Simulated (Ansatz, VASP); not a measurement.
# Two plane-wave programs on SiC5

```
Si C
1.0
     2.14919    1.24084    4.31198
    -2.14919    1.24084    4.31198
     0.00000   -2.48167    4.31198
Si C
1 5
Direct
  0.00000 0.00000 0.00000
  0.84245 0.50000 0.15755
  0.15755 0.84245 0.50000
  0.50000 0.15755 0.84245
  0.17968 0.17968 0.17968
  0.82032 0.82032 0.82032
```

Change from the starting cell: species swapped into the Sm5Mg type (R32, No. 155).

Alike in both runs: task relaxation of cell and atoms; functional PBE; k mesh 12 × 12 × 12; occupations gaussian, width 0.1 eV; no spin polarisation.

```csv
,VASP,Ansatz
version,VASP 6.6.1,Ansatz 0.2.0
potentials or method,"VASP PAW PBE potentials, release 64 (Si, C), cutoff 600 eV","scalar-relativistic, plane waves, PAW"
valence electrons in the cell,24,24
```

Ansatz gave:

```
gap on the k mesh at the Fermi level, each at its own relaxed structure (eV) : none
relaxed volume (Å³/atom)                                                     : 11.56
relaxed cell length with the largest relative difference (Å)                 : 4.985
```

Question: What did VASP give for the same quantities?

Answer: gap on the k mesh at the Fermi level, each at its own relaxed structure (eV): none; relaxed volume (Å³/atom): 11.52; relaxed cell length with the largest relative difference (Å): 4.977.

A gap of «none» marks a metal or a gap that the smearing closes.
